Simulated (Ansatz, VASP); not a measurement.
One calculation of CuO, two programs

```xyz
4
Lattice="1.9910 -2.1536 0.0000 1.9910 2.1536 0.0000 0.0000 0.0000 5.1559" Properties=species:S:1:pos:R:3 pbc="T T T"
Cu    0.9955   -1.0768    0.0000
Cu    0.9955    1.0768    2.5780
O     1.9910    0.0000    1.2890
O     1.9910    0.0000    3.8669
```

Alike in both runs: functional PBE; k mesh 9 × 9 × 5; occupations fermi-dirac, width 0.05 eV; no spin polarisation; Hubbard terms Cu d U = 4.0 eV.

```csv
,VASP,Ansatz
version,VASP 6.6.1,Ansatz 0.2.0
potentials or method,"VASP PAW PBE potentials, release 64 (Cu, O)",Ansatz PAW
plane-wave cutoff (eV),520,420
valence electrons in the cell,34,50
task,single point,projected density of states
```

```csv
,VASP,Ansatz,Ansatz less VASP
gap on the k mesh at the Fermi level (eV),none,none,-
pressure (GPa),0.0,3.5,+3.47
"traceless stress, the component that is largest in VASP (GPa)",0.48,0.13,-0.347
```

The programs project onto different local orbitals, so the same U acts differently, and such runs can settle in different states. A gap of «none» marks a metal or a gap that the smearing closes. VASP's potentials hold 34 valence electrons a cell and Ansatz's 50, so a difference there can come from the potentials and not from the codes.
